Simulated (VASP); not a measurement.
Crystal: Cr.

```
CELL_PARAMETERS angstrom
-0.01743 1.81563 1.81066
1.83101 -0.01704 1.81027
1.85590 1.84013 -0.04193
ATOMIC_POSITIONS crystal
Cr 0.00000 0.00000 0.00000
```

Base run:

```yaml
Program: VASP 6.6.1
Functional: PBE
Potentials_or_basis: VASP PAW PBE potentials, release 64 (Cr_sv)
Cutoff: 700 eV
k_mesh: 10 × 10 × 10
Occupations: fermi-dirac, width 0.05 eV
Spin: collinear spin, ferromagnetic start
Starting_moments: "[2.2] μB"
Fixed_moment: 2.2 μB
```

Its results: pressure 12.0 GPa; site moments Cr +1.82 μB.

**Question.** The run is repeated on the same cell with these changes: fixed moment from 2.2 μB to 0.8 μB; moments at the start from [2.2] to [0.8]. What comes out?

**Answer.** Pressure -8.1 GPa; site moments Cr +0.67 μB.

Caveats: the total moment is fixed, so each spin has its own Fermi level and the state may be an excited one; the cell stands under pressure (at least some runs); the cell stands under tension (at least some runs).
